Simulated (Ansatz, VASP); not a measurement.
## Pt: VASP beside Ansatz

The input INCAR:

```
SYSTEM = Pt
ALGO = Normal
EDIFF = 1E-6
ENCUT = 520
GGA = CA
ISIF = 2
ISMEAR = -1
LASPH = .True.
LCHARG = .True.
LELF = .True.
LREAL = .False.
LVHAR = .True.
LWAVE = .False.
NBANDS = 17
NELM = 60
PREC = Accurate
SIGMA = 0.1
```

The input KPOINTS:

```
k-points
0
Gamma
  12 12 12
  0 0 0
```

Contents of POSCAR:

```
Pt
1.0
    0.0000000000      2.7765275864      2.7765275864
    2.7765275864      0.0000000000      2.7765275864
    2.7765275864      2.7765275864      0.0000000000
Pt
2
Direct
   -0.1250000000     -0.1250000000     -0.1250000000
    0.1250000000      0.1250000000      0.1250000000
```

Input for Ansatz:

```yaml
crystal:
  lattice:
    - [0.0, 2.7765275864, 2.7765275864]
    - [2.7765275864, 0.0, 2.7765275864]
    - [2.7765275864, 2.7765275864, 0.0]
  atoms:
    - { symbol: Pt, position: [-0.125, -0.125, -0.125] }
    - { symbol: Pt, position: [0.125, 0.125, 0.125] }
kpoints:
  mp_grid: { grid: [12, 12, 12] }
scf:
  occupations: { method: fermi_dirac, width: 0.1 }
hamiltonian:
  xc: lda
  pseudopotentials: { kind: paw }
output:
  forces: true
  stress: true
  eigenvalues: true
  populations: true
```

Change from the starting cell: volume scaled by 0.95, PAW files.

Alike in both runs: task single point; functional LDA; k mesh 12 × 12 × 12; occupations fermi-dirac, width 0.1 eV; no spin polarisation.

```csv
,VASP,Ansatz
version,VASP 6.6.1,Ansatz 0.2.0
potentials or method,"VASP PAW LDA potentials, release 64 (Pt)","PAW with Ansatz's default frozen-core files, scalar-relativistic"
plane-wave cutoff (eV),520,420
valence electrons in the cell,20,36
```

|  | VASP | Ansatz | Ansatz less VASP |
| --- | --- | --- | --- |
| pressure (GPa) | 8.5 | 8.6 | +0.08 |

LDA's correlation is that of Perdew and Zunger in VASP and of Perdew and Wang (1992) in Ansatz. VASP's potentials hold 20 valence electrons a cell and Ansatz's 36, so a difference there can come from the potentials and not from the codes.

Neither program's run includes spin-orbit coupling.
